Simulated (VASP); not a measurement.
# Ru: single point with r2SCAN

Ru:

```
Ru
1.0
     2.65056    0.00000    0.00000
    -1.32528    2.29546    0.00000
     0.00000    0.00000    4.19449
Ru
2
Direct
  0.66667 0.33333 0.75000
  0.33333 0.66667 0.25000
```

| Quantity | Value |
| --- | --- |
| Program | VASP 6.6.1 |
| Task | single point |
| Functional | r2SCAN |
| Potentials or basis | VASP PAW PBE potentials, release 64 (Ru_sv) |
| Cutoff | 620 eV |
| k mesh | 11 × 11 × 6 |
| Occupations | fermi-dirac, width 0.05 eV |
| Spin | no spin polarisation |
| Dipole correction | no |
| Further INCAR settings | ALGO = Normal; EDIFF = 1e-06; NBANDS = 23 |

```yaml
Pressure: 21.8 GPa
Band_gap_on_the_k_mesh: zero (bands 16 and 17 overlap by 3.53 eV)
```

Stress tensor (GPa, compression positive):
```
21.58  0.00  0.00
 0.00 21.58  0.00
 0.00  0.00 22.13
```

Levels at points of the mesh, in eV from the Fermi level:
| k point | band 12 | band 13 | band 14 | band 15 | band 16 | band 17 | band 18 | band 19 | band 20 | band 21 |
| --- | --- | --- | --- | --- | --- | --- | --- | --- | --- | --- |
| (0.00, 0.00, 0.00) | -2.89 | -2.69 | -2.11 | -2.11 | -1.52 | -1.52 | 1.42 | 1.42 | 1.52 | 11.66 |
| (0.00, 0.00, 0.50) | -3.08 | -3.08 | -3.08 | -2.95 | -2.95 | 0.70 | 0.70 | 0.70 | 0.70 | 15.15 |

Wall time 2.2 min on 1 thread of Intel(R) Xeon(R) Platinum 8375C CPU @ 2.90GHz (Ice Lake), with other jobs on the host, peak memory 0.18 GiB.

Caveat: the cell stands under pressure; the PAW data sets were made with another functional, which shifts forces and pressure a little.
